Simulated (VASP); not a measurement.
A run of VASP 6.6.1:

INCAR

```
PREC = Accurate
ENCUT = 520
EDIFF = 1E-7
ISMEAR = 0
SIGMA = 0.1
LREAL = F
LASPH = T
NELM = 80
ALGO = Normal
ISIF = 2
LWAVE = F
LCHARG = F
GGA = PE
NBANDS = 29
```

The input KPOINTS:

```
regular mesh
0
Gamma
  4 4 4
```

Contents of POSCAR:

```
Ti3Al2
1.0
    2.2679453900     -3.4681586800      0.0000000000
    2.2679453900      3.4681586800      0.0000000000
    0.0000000000      0.0000000000      5.4950966500
Ti Al
3 2
Direct
    0.0000000000      0.0000000000      0.1520585500
    0.0000000000      0.0000000000      0.8479414500
    0.0000000000      0.0000000000      0.5000000000
    0.6125552000      0.3874448000      0.0000000000
    0.3874448000      0.6125552000      0.0000000000
```

Potentials or basis: VASP PAW PBE potentials, release 64 (Ti_sv, Al).

Command:

```sh
$ cat potpaw_PBE.64/Ti_sv/POTCAR potpaw_PBE.64/Al/POTCAR > POTCAR
$ mpirun -np 1 vasp_std > vasp.out
```

Hardware: 1 thread of AMD EPYC 7R13, on a shared host.

Q: Estimate the wall time of this run.

A: Wall time 120 s on 1 thread of AMD EPYC 7R13, on a shared host, peak memory 0.18 GiB. Counts: scf iterations 18, k points 21.
